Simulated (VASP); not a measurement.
# V2W: relaxation of cell and atoms with PBE

V2W:

```
V W
1.0
     1.60498    0.92664    4.84746
    -1.60498    0.92664    4.84746
     0.00000   -1.85328    4.84746
V W
2 1
Direct
  0.75000 0.75000 0.75000
  0.25000 0.25000 0.25000
  0.00000 0.00000 0.00000
```

```json
{
  "Program": "VASP 6.6.1",
  "Task": "relaxation of cell and atoms",
  "Functional": "PBE",
  "Potentials or basis": "VASP PAW PBE potentials, release 64 (V_sv, W_sv)",
  "Cutoff": "600 eV",
  "k mesh": "6 × 6 × 6",
  "Occupations": "gaussian, width 0.1 eV",
  "Spin": "no spin polarisation",
  "Dipole correction": "no",
  "Further INCAR settings": "ALGO = Normal; EDIFF = 1e-06; IBRION = 2; EDIFFG = -0.04; NSW = 90; ISIF = 3"
}
```

```
Relaxed volume                        : 14.91 Å³/atom
Relaxed cell                          : a = 6.099 Å, b = 6.099 Å, c = 6.099 Å, α = 28.19°, β = 28.19°, γ = 28.19°
Space group after relaxing (to 0.1 Å) : R-3m (No. 166)
Pressure after relaxing               : 0.0 GPa
Largest force after relaxing          : 0.025 eV/Å
Band gap on the k mesh                : zero (bands 20 and 21 overlap by 1.03 eV)
```

Forces on the atoms (eV/Å):
```
V    0.000  0.000  0.025
V    0.000  0.000 -0.025
W    0.000  0.000  0.000
```

Stress tensor (GPa, compression positive):
```
 0.10  0.00  0.00
 0.00  0.10  0.00
 0.00  0.00 -0.16
```

Final structure:
```yaml
crystal:
  lattice:
    - [1.48512, 0.85743, 5.85271]
    - [-1.48512, 0.85743, 5.85271]
    - [0.00000, -1.71487, 5.85271]
  atoms:
    - { symbol: V, position: [0.77840, 0.77840, 0.77840] }
    - { symbol: V, position: [0.22160, 0.22160, 0.22160] }
    - { symbol: W, position: [0.00000, 0.00000, 0.00000] }
```

Levels at points of the mesh, in eV from the Fermi level:
```tsv
k point	band 18	band 19	band 20	band 21	band 22	band 23
(0.00, 0.00, 0.00)	-0.28	-0.28	-0.18	-0.18	0.76	1.34
(0.50, 0.00, 0.00)	-1.31	-0.94	0.53	1.66	1.76	1.81
(0.50, 0.50, 0.00)	-0.63	-0.36	-0.14	0.50	0.67	2.00
(0.50, 0.50, 0.50)	-0.77	-0.77	-0.11	-0.11	0.77	1.33
```

Run time: 25 min on 1 thread of Oxide Virtual Turin-like Processor, on a shared host, peak memory 0.27 GiB.

Caveat: the k points lie up to 0.41 Å⁻¹ apart in the final cell, too coarse for converged energies and pressures of a metal; a cell axis changed by over 15 % at a fixed basis, so the end point is rough; spin-orbit coupling is left out, which moves the levels of the heavy elements.
